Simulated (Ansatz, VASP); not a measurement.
## One calculation of La2O3, two programs

```
La O
1.0
     3.98417    0.00000    0.00000
     0.00000    3.98417    0.00000
     0.00000    0.00000    6.15339
La O
2 3
Direct
  0.00000 0.50000 0.00000
  0.50000 0.00000 0.00000
  0.50000 0.50000 0.24300
  0.50000 0.50000 0.75700
  0.50000 0.50000 0.50000
```

Alike in both runs: task relaxation of cell and atoms; functional PBE; k mesh 4 × 4 × 4; occupations gaussian, width 0.1 eV; no spin polarisation.

|  | VASP | Ansatz |
| --- | --- | --- |
| version | VASP 6.6.1 | Ansatz 0.2.0 |
| potentials or method | VASP PAW PBE potentials, release 64 (La, O), cutoff 600 eV | scalar-relativistic, plane waves, PAW |
| valence electrons in the cell | 40 | 40 |

Ansatz gave:

```
gap on the k mesh at the Fermi level, each at its own relaxed structure (eV) : none
relaxed volume (Å³/atom)                                                     : 24.12
relaxed cell length with the largest relative difference (Å)                 : 5.922
```

**Question.** Which values does VASP return?

**Answer.** gap on the k mesh at the Fermi level, each at its own relaxed structure (eV): none; relaxed volume (Å³/atom): 24.02; relaxed cell length with the largest relative difference (Å): 5.912.

A gap of «none» marks a metal or a gap that the smearing closes.

The k mesh is coarse, so the values compare programs but aren't converged. Neither program's run includes spin-orbit coupling. Noted on VASP's run: the volume moved by over 15 % at a fixed basis, so the end points are rough.
